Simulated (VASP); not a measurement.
Co, 1 atom in the cell. Symmetry: Pm-3m, No. 221, cubic system. The conventional cell has a = 2.200 Å, b = 2.200 Å, c = 2.200 Å, α = 90.00°, β = 90.00°, γ = 90.00°. Co (site symmetry m-3m) has 6 Co at 2.20 Å within 2.9 Å. This isn't the form of Co at room conditions, which is hcp.

| Property | Result |
| --- | --- |
| Program | VASP 6.6.1 |
| Task | single point |
| Functional | PBEsol |
| Potentials or basis | VASP PAW PBE potentials, release 64 (Co_sv) |
| Cutoff | 690 eV |
| k mesh | 15 × 15 × 15 |
| Occupations | fermi-dirac, width 0.05 eV |
| Spin | collinear spin, ferromagnetic start |
| Starting moments | [1.754] μB |
| Dipole correction | no |
| Further INCAR settings | ALGO = Normal; EDIFF = 1e-06; NBANDS = 18 |

Potentials or basis: VASP PAW PBE potentials, release 64 (Co_sv).

The run is started by

```sh
$ cat potpaw_PBE.64/Co_sv/POTCAR > POTCAR
$ mpirun -np 1 vasp_std > vasp.out
```

Hardware: 1 thread of AMD EPYC 7R13 Processor (Zen 3), on a shared host.

Q: How long does it take, and how much memory?

A: Run time: 39 s on 1 thread of AMD EPYC 7R13 Processor (Zen 3) (shared host), peak memory 0.13 GiB. Counts: scf iterations 13, k points 120.
